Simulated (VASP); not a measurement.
Write the native input for VASP 6.6.1 that does the following.

```
Task                               : single point
Functional                         : HSE06
Potentials or basis                : VASP PAW PBE potentials, release 64 (Ba_sv, Ti_sv, O)
Cutoff                             : 520 eV
k mesh                             : 1 × 1 × 1
Occupations                        : fermi-dirac, width 0.05 eV
Spin                               : no spin polarisation
Dipole correction                  : no
Grid for exact exchange (PRECFOCK) : Fast
Further INCAR settings             : LREAL = Auto; ALGO = Normal; EDIFF = 1e-06; NBANDS = 186
Share of exact exchange            : 0.25
Screening parameter                : 0.2079 1/Å
```

BaTiO3:

```
Ba Ti O
1.0
     7.94042    0.00000    0.00000
     0.00000    7.94042    0.00000
     0.00000    0.00000    7.94042
Ba Ti O
8 8 24
Cartesian
  0.0000 0.0000 0.0000
  0.0000 0.0000 3.9702
  0.0000 3.9702 0.0000
  0.0000 3.9702 3.9702
  3.9702 0.0000 0.0000
  3.9702 0.0000 3.9702
  3.9702 3.9702 0.0000
  3.9702 3.9702 3.9702
  1.9851 1.9851 1.9851
  1.9851 1.9851 5.9553
  1.9851 5.9553 1.9851
  1.9851 5.9553 5.9553
  5.9553 1.9851 1.9851
  5.9553 1.9851 5.9553
  5.9553 5.9553 1.9851
  5.9553 5.9553 5.9553
  1.9851 1.9851 0.0000
  1.9851 1.9851 3.9702
  1.9851 5.9553 0.0000
  1.9851 5.9553 3.9702
  5.9553 1.9851 0.0000
  5.9553 1.9851 3.9702
  5.9553 5.9553 0.0000
  5.9553 5.9553 3.9702
  0.0000 1.9851 1.9851
  0.0000 1.9851 5.9553
  0.0000 5.9553 1.9851
  0.0000 5.9553 5.9553
  3.9702 1.9851 1.9851
  3.9702 1.9851 5.9553
  3.9702 5.9553 1.9851
  3.9702 5.9553 5.9553
  1.9851 0.0000 1.9851
  1.9851 0.0000 5.9553
  1.9851 3.9702 1.9851
  1.9851 3.9702 5.9553
  5.9553 0.0000 1.9851
  5.9553 0.0000 5.9553
  5.9553 3.9702 1.9851
  5.9553 3.9702 5.9553
```

The input as run:

POSCAR

```
BaTiO3
1.0
    7.9404200000      0.0000000000      0.0000000000
    0.0000000000      7.9404200000      0.0000000000
    0.0000000000      0.0000000000      7.9404200000
Ba Ti O
8 8 24
Direct
    0.0000000000      0.0000000000      0.0000000000
    0.0000000000      0.0000000000      0.5000000000
    0.0000000000      0.5000000000      0.0000000000
    0.0000000000      0.5000000000      0.5000000000
    0.5000000000      0.0000000000      0.0000000000
    0.5000000000      0.0000000000      0.5000000000
    0.5000000000      0.5000000000      0.0000000000
    0.5000000000      0.5000000000      0.5000000000
    0.2500000000      0.2500000000      0.2500000000
    0.2500000000      0.2500000000      0.7500000000
    0.2500000000      0.7500000000      0.2500000000
    0.2500000000      0.7500000000      0.7500000000
    0.7500000000      0.2500000000      0.2500000000
    0.7500000000      0.2500000000      0.7500000000
    0.7500000000      0.7500000000      0.2500000000
    0.7500000000      0.7500000000      0.7500000000
    0.2500000000      0.2500000000      0.0000000000
    0.2500000000      0.2500000000      0.5000000000
    0.2500000000      0.7500000000      0.0000000000
    0.2500000000      0.7500000000      0.5000000000
    0.7500000000      0.2500000000      0.0000000000
    0.7500000000      0.2500000000      0.5000000000
    0.7500000000      0.7500000000      0.0000000000
    0.7500000000      0.7500000000      0.5000000000
    0.0000000000      0.2500000000      0.2500000000
    0.0000000000      0.2500000000      0.7500000000
    0.0000000000      0.7500000000      0.2500000000
    0.0000000000      0.7500000000      0.7500000000
    0.5000000000      0.2500000000      0.2500000000
    0.5000000000      0.2500000000      0.7500000000
    0.5000000000      0.7500000000      0.2500000000
    0.5000000000      0.7500000000      0.7500000000
    0.2500000000      0.0000000000      0.2500000000
    0.2500000000      0.0000000000      0.7500000000
    0.2500000000      0.5000000000      0.2500000000
    0.2500000000      0.5000000000      0.7500000000
    0.7500000000      0.0000000000      0.2500000000
    0.7500000000      0.0000000000      0.7500000000
    0.7500000000      0.5000000000      0.2500000000
    0.7500000000      0.5000000000      0.7500000000
```

INCAR.step1

```
PREC = Accurate ; ENCUT = 520
EDIFF = 1E-5 ; ISMEAR = -1
SIGMA = 0.05 ; LREAL = Auto
LASPH = True ; NELM = 120
ALGO = Normal ; ISIF = 2
LWAVE = True ; LCHARG = False
NBANDS = 186 ; GGA = PE
GGA_COMPAT = False
```

INCAR.step2

```
PREC = Accurate ; ENCUT = 520
EDIFF = 1E-6 ; ISMEAR = -1
SIGMA = 0.05 ; LREAL = Auto
LASPH = True ; NELM = 120
ALGO = Normal ; ISIF = 2
LWAVE = False ; LCHARG = False
GGA = PE ; LHFCALC = True
HFSCREEN = 0.2079 ; PRECFOCK = Fast
NBANDS = 186 ; ISTART = 1
GGA_COMPAT = False
```

KPOINTS

```
Automatic mesh
0
Gamma
  1 1 1
```

Potentials or basis: VASP PAW PBE potentials, release 64 (Ba_sv, Ti_sv, O).

Launch:

```bash
$ cat potpaw_PBE.64/Ba_sv/POTCAR potpaw_PBE.64/Ti_sv/POTCAR potpaw_PBE.64/O/POTCAR > POTCAR
$ cp INCAR.step1 INCAR
$ mpirun -np 1 vasp_gam > vasp.out
$ cp INCAR.step2 INCAR
$ mpirun -np 1 vasp_gam > vasp.out
```

It gave:

* Pressure: 4.9 GPa
* Band gap on the k mesh: 2.87 eV

Caveat: the k points lie up to 0.79 Å⁻¹ apart; the PAW data sets were made with another functional, which shifts forces and pressure a little; spin-orbit coupling is left out, which moves the levels of the heavy elements; an odd mesh through Γ misses points on the zone boundary, where band edges can lie.

Run time: 33 min on 1 thread of AMD EPYC 7R43 64-Core Processor (Zen 3) (shared host), peak memory 0.61 GiB.
